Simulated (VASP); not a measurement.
**Re: relaxation of cell and atoms with LDA**

The system is Re.

```
Re
1.0
     2.76000    0.00000    0.00000
    -1.38000    2.39023    0.00000
     0.00000    0.00000    4.45740
Re
2
Direct
  0.33333 0.66667 0.75000
  0.66667 0.33333 0.25000
```

* Program: VASP 6.6.1
* Task: relaxation of cell and atoms
* Functional: LDA
* Potentials or basis: VASP PAW LDA potentials, release 64 (Re_sv_GW)
* Cutoff: 500 eV
* k mesh: 18 × 18 × 10
* Occupations: gaussian, width 0.05 eV
* Spin: no spin polarisation
* Dipole correction: no
* Further INCAR settings: ALGO = Normal; EDIFF = 1e-07; IBRION = 2; EDIFFG = -0.01; NSW = 80; ISIF = 3

The relaxed volume is 14.30 Å³/atom and the relaxed cell is a = 2.735 Å, b = 2.735 Å, c = 4.414 Å, α = 90.00°, β = 90.00°, γ = 120.00°. The space group after relaxing (to 0.1 Å) is P6_3/mmc (No. 194). The energy gained by relaxing is 14.0 meV/atom. The ionic steps are 9. The pressure after relaxing is 0.0 GPa and the band gap on the k mesh is zero (bands 15 and 16 overlap by 3.47 eV).

The path:
```tsv
step	energy change (eV)	largest force (eV/Å)	pressure (GPa)	volume (Å³)
1	0.0000	0.0000	-10.86	29.41
2	0.5601	0.0000	64.92	25.37
3	-0.0280	0.0000	-0.66	28.64
4	-0.0281	0.0000	-0.10	28.61
5	-0.0281	0.0000	0.13	28.59
6	-0.0280	0.0000	-0.45	28.63
7	-0.0281	0.0000	-0.06	28.60
8	-0.0281	0.0000	0.04	28.59
9	-0.0281	0.0000	0.00	28.60
```

Final structure:
```
CELL_PARAMETERS angstrom
2.73534 0.00000 0.00000
-1.36767 2.36887 0.00000
0.00000 0.00000 4.41367
ATOMIC_POSITIONS crystal
Re 0.33333 0.66667 0.75000
Re 0.66667 0.33333 0.25000
```

Levels at points of the mesh, in eV from the Fermi level:
```
           k point  band 12  band 13  band 14  band 15  band 16  band 17  band 18  band 19
(0.00, 0.00, 0.00)    -1.67    -1.66    -0.80    -0.80     0.16     0.16     0.83     3.48
(0.50, 0.00, 0.00)    -2.05    -1.64    -1.39    -0.60     4.14     4.58     4.70     6.36
(0.00, 0.00, 0.50)    -2.44    -1.81    -1.81    -1.81    -1.81     2.64     2.64     2.64
(0.50, 0.00, 0.50)    -4.26     0.38     0.38     1.07     1.07     4.47     4.47     5.01
```

It took 8.3 min on 1 thread of Intel(R) Xeon(R) Platinum 8259CL CPU @ 2.50GHz (Skylake/Cascade Lake), with other jobs on the host, peak memory 0.23 GiB.

Caveat: spin-orbit coupling is left out, which moves the levels of the heavy elements.
